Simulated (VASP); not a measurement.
# BaTiO3 (Pm-3m) in VASP: notebook, part 2 of 2

VASP 6.6.1. Earlier steps stand in the parts before.

### 3 Vibrations by perturbation theory, LDA

This run uses another cell than the first one, of 12.86 Å³/atom.

INCAR reads:

```
  PREC = Accurate
  ENCUT = 520
  EDIFF = 1E-8
  ISMEAR = 0
  SIGMA = 0.01
  LREAL = F
  LASPH = T
  NELM = 100
  ALGO = Normal
  ISIF = 2
  LWAVE = F
  LCHARG = T
  NBANDS = 28
  IBRION = 8
  NSW = 1
```

KPOINTS reads:

```
regular mesh
0
Gamma
  6 6 6
```

POSCAR reads:

```
BaTiO3
1.0
    4.0060000000      0.0000000000      0.0000000000
    0.0000000000      4.0060000000      0.0000000000
    0.0000000000      0.0000000000      4.0060000000
Ba Ti O
1 1 3
Direct
    0.5000000000      0.5000000000      0.5000000000
    0.0000000000      0.0000000000      0.0000000000
    0.5000000000      0.0000000000      0.0000000000
    0.0000000000      0.5000000000      0.0000000000
    0.0000000000      0.0000000000      0.5000000000
```

Potentials or basis: VASP PAW LDA potentials, release 64 (Ba_sv, Ti_sv, O).

Run with:

```console
> cat potpaw_LDA.64/Ba_sv/POTCAR potpaw_LDA.64/Ti_sv/POTCAR potpaw_LDA.64/O/POTCAR > POTCAR
> mpirun -np 1 vasp_std > vasp.out
```

OUTCAR:

```text
PREC = Accurate
   ENCUT = 520
   EDIFF = 1E-8
   ISMEAR = 0
   LREAL = F
   LASPH = T
   NELM = 100
   ISIF = 2
   IBRION = 8
   NSW = 1

 ion  position               nearest neighbor table
   1  0.500  0.500  0.500-   3 2.83   4 2.83   5 2.83   3 2.83   4 2.83   3 2.83   5 2.83   3 2.83
                             4 2.83   5 2.83   4 2.83   5 2.83   2 3.47   2 3.47   2 3.47   2 3.47
   2  0.000  0.000  0.000-   3 2.00   4 2.00   5 2.00   5 2.00   4 2.00   3 2.00   1 3.47   1 3.47
                             1 3.47   1 3.47   1 3.47   1 3.47   1 3.47   1 3.47
   3  0.500  0.000  0.000-   2 2.00   2 2.00   1 2.83   1 2.83   1 2.83   1 2.83
   4  0.000  0.500  0.000-   2 2.00   2 2.00   1 2.83   1 2.83   1 2.83   1 2.83
   5  0.000  0.000  0.500-   2 2.00   2 2.00   1 2.83   1 2.83   1 2.83   1 2.83

  LATTYP: Found a simple cubic cell.
 ALAT       =     4.0060000000

  Lattice vectors:

 A1 = (   4.0060000000,   0.0000000000,   0.0000000000)
 A2 = (   0.0000000000,   4.0060000000,   0.0000000000)
 A3 = (   0.0000000000,   0.0000000000,   4.0060000000)

Analysis of symmetry for initial positions (statically):
=====================================================================
 Subroutine PRICEL returns:
 Original cell was already a primitive cell.

 Routine SETGRP: Setting up the symmetry group for a
 simple cubic supercell.

 Subroutine GETGRP returns: Found 48 space group operations
 (whereof 48 operations were pure point group operations)
 out of a pool of 48 trial point group operations.

The static configuration has the point symmetry O_h .

Analysis of symmetry for dynamics (positions and initial velocities):
=====================================================================
 Subroutine PRICEL returns:
 Original cell was already a primitive cell.

 Routine SETGRP: Setting up the symmetry group for a
 simple cubic supercell.

 Subroutine GETGRP returns: Found 48 space group operations
 (whereof 48 operations were pure point group operations)
 out of a pool of 48 trial point group operations.

The dynamic configuration has the point symmetry O_h .

 Subroutine INISYM returns: Found 48 space group operations
 (whereof 48 operations are pure point group operations),
 and found     1 'primitive' translations

[... 798 lines left out ...]
      0.00000      0.00000      2.00300         0.000000      0.000000      0.000000
 -----------------------------------------------------------------------------------
    total drift:                                0.000000     -0.000000      0.000000

  FREE ENERGIE OF THE ION-ELECTRON SYSTEM (eV)
  ---------------------------------------------------
  free  energy   TOTEN  =       -44.0974293962 eV

  energy  without entropy=      -44.0974293962  energy(sigma->0) =      -44.09742940

[... ionic steps 2 to 9 ...]

--------------------------------------- Ionic step       10  -------------------------------------------

------------------------ aborting loop because EDIFF is reached ----------------------------------------

--------------------------------------- Ionic step       11  -------------------------------------------

 Free energy of the ion-electron system (eV)
  ---------------------------------------------------
  ---------------------------------------------------
  free energy    TOTEN  =        -0.36296661 eV

  energy without entropy =       -0.36296661

------------------------ aborting loop because EDIFF is reached ----------------------------------------

 INTERNAL STRAIN TENSOR  FOR ION    3  DIRECTION 2   (eV/Angst):
 -----------------------------------------------------------------------------
    -0.02191  0.00000  0.00000
     0.00000  0.02603  0.00000
     0.00000  0.00000 -0.00601

 INTERNAL STRAIN TENSOR FOR ION    5 for displacements in x,y,z  (eV/Angst):
          X           Y           Z          XY          YZ          ZX
  --------------------------------------------------------------------------------
  x     0.00000     0.00000     0.00000     0.00000     0.00000     0.00000
  y     0.00000     0.00000     0.00000     0.00000     0.00000     0.00000
  z     0.00000     0.00000     0.00000     0.00000     0.00000     0.00000

 SECOND DERIVATIVES (NOT SYMMETRIZED)
 ------------------------------------
               1X          1Y          1Z          2X          2Y          2Z          3X          3Y          3Z          4X          4Y          4Z          5X          5Y          5Z
  1X    -5.943299   -0.000000    0.000000    3.391495   -0.000000    0.000000    1.278000   -0.000000   -0.000000    0.636902   -0.000000   -0.000000    0.636902   -0.000000    0.000000
  1Y     0.000000   -5.943299   -0.000000   -0.000000    3.391495    0.000000   -0.000000    0.636902    0.000000   -0.000000    1.278000    0.000000   -0.000000    0.636902   -0.000000
  1Z     0.000000    0.000000   -5.943299    0.000000    0.000000    3.391495    0.000000   -0.000000    0.636902    0.000000    0.000000    0.636902    0.000000    0.000000    1.278000
  2X     3.375730    0.000000   -0.000000    1.242002    0.000000   -0.000000   -6.179555   -0.000000    0.000000    0.780911   -0.000000   -0.000000    0.780911   -0.000000   -0.000000
  2Y     0.000000    3.375730   -0.000000    0.000000    1.242002   -0.000000   -0.000000    0.780911   -0.000000   -0.000000   -6.179555    0.000000   -0.000000    0.780911   -0.000000
  2Z    -0.000000   -0.000000    3.375730   -0.000000   -0.000000    1.242002   -0.000000   -0.000000    0.780911   -0.000000   -0.000000    0.780911    0.000000    0.000000   -6.179555
  3X     1.274157   -0.000000    0.000000   -6.177611   -0.000000    0.000000   -4.039087    0.000000    0.000000    4.471271    0.000000    0.000000    4.471271   -0.000000   -0.000000
  3Y     0.000000    0.642790    0.000000    0.000000    0.780052    0.000000    0.000000   -5.313162    0.000000    0.000000    4.475995    0.000000    0.000000   -0.585675    0.000000
  3Z     0.000000    0.000000    0.642790    0.000000    0.000000    0.780052    0.000000    0.000000   -5.313162    0.000000    0.000000   -0.585675    0.000000    0.000000    4.475995
  4X     0.642790    0.000000    0.000000    0.780052    0.000000    0.000000    4.475995    0.000000    0.000000   -5.313162    0.000000    0.000000   -0.585675    0.000000    0.000000
  4Y    -0.000000    1.274157   -0.000000    0.000000   -6.177611   -0.000000   -0.000000    4.471271   -0.000000    0.000000   -4.039087    0.000000   -0.000000    4.471271    0.000000
  4Z     0.000000    0.000000    0.642790    0.000000    0.000000    0.780052    0.000000    0.000000   -0.585675    0.000000    0.000000   -5.313162    0.000000    0.000000    4.475995
  5X     0.642790    0.000000    0.000000    0.780052    0.000000    0.000000    4.475995    0.000000    0.000000   -0.585675    0.000000    0.000000   -5.313162    0.000000    0.000000
  5Y     0.000000    0.642790    0.000000    0.000000    0.780052    0.000000    0.000000   -0.585675    0.000000    0.000000    4.475995    0.000000    0.000000   -5.313162    0.000000
  5Z    -0.000000   -0.000000    1.274157   -0.000000    0.000000   -6.177611   -0.000000   -0.000000    4.471271   -0.000000   -0.000000    4.471271   -0.000000   -0.000000   -4.039087

 Eigenvectors and eigenvalues of the dynamical matrix
 ----------------------------------------------------

   1 f  =   13.553978 THz    85.162156 2PiTHz  452.112046 cm-1    56.054724 meV
             X         Y         Z           dx          dy          dz
      2.003000  2.003000  2.003000     0.001272    0.019531   -0.002203
      0.000000  0.000000  0.000000    -0.014765   -0.226657    0.025568
      2.003000  0.000000  0.000000    -0.043001    0.497897   -0.056166
      0.000000  2.003000  0.000000     0.032434   -0.660118   -0.056166
      0.000000  0.000000  2.003000     0.032434    0.497897    0.074465
[... 105 lines left out ...]
  15 f/i=    7.297591 THz    45.852116 2PiTHz  243.421432 cm-1    30.180397 meV
             X         Y         Z           dx          dy          dz
      2.003000  2.003000  2.003000     0.000037    0.000371    0.011254
      0.000000  0.000000  0.000000     0.002160    0.021950    0.665259
      2.003000  0.000000  0.000000    -0.002074   -0.008982   -0.272225
      0.000000  2.003000  0.000000    -0.000884   -0.021075   -0.272225
      0.000000  0.000000  2.003000    -0.000884   -0.008982   -0.638743

--------------------------------------------------------------------------------------------------------

 ELASTIC MODULI CONTR FROM IONIC RELAXATION (kBar)
 Direction    XX          YY          ZZ          XY          YZ          ZX
 --------------------------------------------------------------------------------
 XX           0.0000      0.0000      0.0000      0.0000      0.0000      0.0000
 YY           0.0000      0.0000      0.0000      0.0000      0.0000      0.0000
 ZZ           0.0000      0.0000      0.0000      0.0000      0.0000      0.0000
 XY           0.0000      0.0000      0.0000      0.0000      0.0000      0.0000
 YZ           0.0000      0.0000      0.0000      0.0000      0.0000      0.0000
 ZX           0.0000      0.0000      0.0000      0.0000      0.0000      0.0000
 --------------------------------------------------------------------------------
```

OSZICAR:

```text
N       E                     dE             d eps       ncg     rms          rms(c)
DAV:   1     0.418722440210E+03    0.41872E+03   -0.20399E+04  1120   0.151E+03
DAV:   2    -0.132755390372E+02   -0.43200E+03   -0.41277E+03  1284   0.414E+02
DAV:   3    -0.527684277474E+02   -0.39493E+02   -0.39145E+02  1324   0.131E+02
DAV:   4    -0.547861077467E+02   -0.20177E+01   -0.20135E+01  1760   0.257E+01
[... 138 lines left out ...]
RMM:  22    -0.362966472434E+00   -0.81665E-09    0.29895E-07  7504   0.141E-04    0.102E-05
RMM:  23    -0.362966380374E+00    0.92060E-07    0.18911E-07  7658   0.132E-04    0.185E-05
RMM:  24    -0.362966671800E+00   -0.29143E-06    0.26440E-07  8241   0.132E-04    0.448E-06
RMM:  25    -0.362966606230E+00    0.65571E-07    0.17856E-07  7495   0.116E-04    0.263E-06
RMM:  26    -0.362966609496E+00   -0.32661E-08    0.62725E-08  6752   0.109E-04    0.262E-06
 Linear response finished
```

stdout:

```text
POSCAR found type information on POSCAR BaTiO
 POSCAR found :  3 types and       5 ions
 scaLAPACK will be used
 LDA part: xc-table for (Slater(with rela. corr.)+CA(PZ))
 , standard interpolation
 POSCAR, INCAR and KPOINTS ok, starting setup
 FFT: planning ... GRIDC
 FFT: planning ... GRID_SOFT
 FFT: planning ... GRID
 WAVECAR not read
 entering main loop
 Linear response reoptimize wavefunctions to high precision
 Linear response DOF=           4
 Linear response progress:
 first order change of Fermi-energy   0.15860E-03
 force on displaced ion       1 direction 1 :  -5.943  -0.000  -0.000
 Linear response progress:
 first order change of Fermi-energy   0.44029E-03
 force on displaced ion       2 direction 1 :   1.242   0.000  -0.000
 Linear response progress:
 first order change of Fermi-energy  -0.16902E-03
 force on displaced ion       3 direction 1 :  -4.039   0.000  -0.000
 Linear response progress:
 first order change of Fermi-energy  -0.11983E-03
 force on displaced ion       3 direction 2 :   0.000  -5.313   0.000
 Linear response finished
```

It took 18 min on 1 thread of Intel Xeon Platinum 8375C at 2.90GHz (Ice Lake), shared host; peak memory 0.41 GiB.

Results:

* Highest phonon frequency at Γ, LO-TO splitting left out: 452 cm⁻¹
* Most unstable mode: 243i cm⁻¹

Phonon frequencies in cm⁻¹ (negative: imaginary):
```tsv
q point	frequencies
(0.000, 0.000, 0.000)	-243 -243 -243 0 0 0 169 169 169 283 283 283 452 452 452
```

Caveat: the cell stands under pressure or tension, which shifts response properties; some modes are imaginary; spin-orbit coupling is left out, which moves the levels of the heavy elements.

### 4 Vibrations by perturbation theory, LDA

This run uses another cell than the first one, of 13.24 Å³/atom.

INCAR reads:

```
SYSTEM = BaTiO3
ALGO = Normal
EDIFF = 1E-8
ENCUT = 520
IBRION = 8
ISIF = 2
ISMEAR = 0
LASPH = .True.
LCHARG = .False.
LREAL = .False.
LWAVE = .False.
NBANDS = 28
NELM = 100
NSW = 1
PREC = Accurate
SIGMA = 0.01
```

KPOINTS reads:

```
k-points
0
Gamma
  6 6 6
  0 0 0
```

POSCAR, as its differences from that of step 3:

```diff
@@ -2,5 +2,5 @@
 1.0
-    4.0060000000      0.0000000000      0.0000000000
-    0.0000000000      4.0060000000      0.0000000000
-    0.0000000000      0.0000000000      4.0060000000
+    4.0456659460      0.0000000000      0.0000000000
+    0.0000000000      4.0456659460      0.0000000000
+    0.0000000000      0.0000000000      4.0456659460
 Ba Ti O
```

Potentials or basis: VASP PAW LDA potentials, release 64 (Ba_sv, Ti_sv, O).

Run with:

```console
> cat potpaw_LDA.64/Ba_sv/POTCAR potpaw_LDA.64/Ti_sv/POTCAR potpaw_LDA.64/O/POTCAR > POTCAR
> mpirun -np 1 vasp_std > vasp.out
```

OUTCAR:

```text
SYSTEM = BaTiO3
   EDIFF = 1E-8
   ENCUT = 520
   IBRION = 8
   ISIF = 2
   ISMEAR = 0
   LASPH = .True.
   LREAL = .False.
   NELM = 100
   NSW = 1
   PREC = Accurate

 ion  position               nearest neighbor table
   1  0.500  0.500  0.500-   3 2.86   4 2.86   5 2.86   3 2.86   4 2.86   3 2.86   5 2.86   3 2.86
                             4 2.86   5 2.86   4 2.86   5 2.86   2 3.50   2 3.50   2 3.50   2 3.50
   2  0.000  0.000  0.000-   3 2.02   4 2.02   5 2.02   5 2.02   4 2.02   3 2.02   1 3.50   1 3.50
                             1 3.50   1 3.50   1 3.50   1 3.50   1 3.50   1 3.50
   3  0.500  0.000  0.000-   2 2.02   2 2.02   1 2.86   1 2.86   1 2.86   1 2.86
   4  0.000  0.500  0.000-   2 2.02   2 2.02   1 2.86   1 2.86   1 2.86   1 2.86
[... 901 lines left out ...]

   1 f  =   13.115487 THz    82.407037 2PiTHz  437.485564 cm-1    54.241273 meV
             X         Y         Z           dx          dy          dz
      2.022833  2.022833  2.022833     0.001812    0.029933   -0.000721
      0.000000  0.000000  0.000000    -0.016973   -0.280317    0.006751
      2.022833  0.000000  0.000000    -0.037996    0.511137   -0.012310
      0.000000  2.022833  0.000000     0.030949   -0.627516   -0.012310
      0.000000  0.000000  2.022833     0.030949    0.511137    0.015113
[... 105 lines left out ...]
  15 f/i=    8.701094 THz    54.670585 2PiTHz  290.237247 cm-1    35.984816 meV
             X         Y         Z           dx          dy          dz
      2.022833  2.022833  2.022833     0.000014    0.000081    0.009156
      0.000000  0.000000  0.000000     0.001011    0.005754    0.651781
      2.022833  0.000000  0.000000    -0.001053   -0.002105   -0.238457
      0.000000  2.022833  0.000000    -0.000370   -0.005996   -0.238457
      0.000000  0.000000  2.022833    -0.000370   -0.002105   -0.679186

--------------------------------------------------------------------------------------------------------

 ELASTIC MODULI CONTR FROM IONIC RELAXATION (kBar)
 Direction    XX          YY          ZZ          XY          YZ          ZX
 --------------------------------------------------------------------------------
 XX           0.0000      0.0000      0.0000      0.0000      0.0000      0.0000
 YY           0.0000      0.0000      0.0000      0.0000      0.0000      0.0000
 ZZ           0.0000      0.0000      0.0000      0.0000      0.0000      0.0000
 XY           0.0000      0.0000      0.0000      0.0000      0.0000      0.0000
 YZ           0.0000      0.0000      0.0000      0.0000      0.0000      0.0000
 ZX           0.0000      0.0000      0.0000      0.0000      0.0000      0.0000
 --------------------------------------------------------------------------------
```

OSZICAR:

```text
N       E                     dE             d eps       ncg     rms          rms(c)
DAV:   1     0.407302027584E+03    0.40730E+03   -0.20412E+04  1120   0.150E+03
[... 127 lines left out ...]
RMM:  23    -0.362814704089E+00   -0.10310E-06    0.18391E-07  7978   0.147E-04    0.139E-05
RMM:  24    -0.362814744736E+00   -0.40648E-07    0.15311E-07  7999   0.135E-04    0.121E-05
RMM:  25    -0.362814778338E+00   -0.33601E-07    0.22324E-07  7700   0.127E-04    0.107E-05
RMM:  26    -0.362814851741E+00   -0.73403E-07    0.92194E-08  7858   0.123E-04    0.632E-06
RMM:  27    -0.362814957837E+00   -0.10610E-06    0.19484E-08  8354   0.120E-04    0.141E-06
RMM:  28    -0.362814968652E+00   -0.10815E-07    0.51714E-08  7147   0.113E-04    0.156E-06
RMM:  29    -0.362814969181E+00   -0.52899E-09   -0.46792E-08  6008   0.110E-04    0.116E-06
 Linear response finished
```

Run time: 15 min. Hardware: 1 thread of Intel Xeon Platinum 8375C at 2.90GHz (Ice Lake), shared host; peak memory 0.4 GiB.

What came out:

```
Highest phonon frequency at Γ, LO-TO splitting left out : 437 cm⁻¹
Most unstable mode                                      : 290i cm⁻¹
```

Phonon frequencies in cm⁻¹ (negative: imaginary):
| q point | frequencies |
| --- | --- |
| (0.000, 0.000, 0.000) | -290 -290 -290 0 0 0 156 156 156 277 277 277 437 437 437 |

Caveat: the cell stands under pressure or tension, which shifts response properties; some modes are imaginary; spin-orbit coupling is left out, which moves the levels of the heavy elements.
